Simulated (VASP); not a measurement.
A run of VASP 6.6.1 is set up as follows.

POSCAR

```
WS2
1.0
    3.1835163552      0.0000000000      0.0000000000
   -1.5917581776      2.7570060369      0.0000000000
    0.0000000000      0.0000000000     16.9505778900
W S
1 2
Direct
    0.0000000000      0.0000000000      0.0000000000
    0.3333333333      0.6666666667      0.0920005100
    0.3333333333      0.6666666667      0.9079994900
```

INCAR.step1

```
ALGO = Normal ; EDIFF = 1E-5
ENCUT = 520 ; GGA = PE
ISIF = 2 ; ISMEAR = -1
LASPH = T ; LCHARG = F
LREAL = F ; LWAVE = T
NBANDS = 20 ; NELM = 80
PREC = Accurate ; SIGMA = 0.05
```

Contents of INCAR.step2:

```
AEXX = 0.4 ; ALGO = Normal
EDIFF = 1E-6 ; ENCUT = 520
GGA = PE ; HFSCREEN = 0.2
ISIF = 2 ; ISMEAR = -1
ISTART = 1 ; LASPH = T
LCHARG = F ; LHFCALC = T
LREAL = F ; LWAVE = F
NBANDS = 20 ; NELM = 80
PREC = Accurate ; PRECFOCK = Normal
SIGMA = 0.05
```

Contents of KPOINTS:

```
k-points
0
Gamma
  5 5 1
```

Potentials or basis: VASP PAW PBE potentials, release 64 (W_sv, S).

Run with:

```console
$ cat potpaw_PBE.64/W_sv/POTCAR potpaw_PBE.64/S/POTCAR > POTCAR
$ cp INCAR.step1 INCAR
$ mpirun -np 1 vasp_std > vasp.out
$ cp INCAR.step2 INCAR
$ mpirun -np 1 vasp_std > vasp.out
```

Q: What does it give for the band gap on the k mesh?

A: 3.22 eV (least direct gap 3.71 eV).

Q: What does it give for the largest force?

A: 0.604 eV/Å.

Forces in eV/Å, atoms in the order of the input:
```
W    0.000  0.000  0.000
S    0.000  0.000 -0.604
S    0.000  0.000  0.604
```

Caveat: the k points lie up to 0.46 Å⁻¹ apart; there is no dipole correction, which matters where the two faces differ; the PAW data sets were made with another functional, which shifts forces and pressure a little; spin-orbit coupling is left out, which moves the levels of the heavy elements.
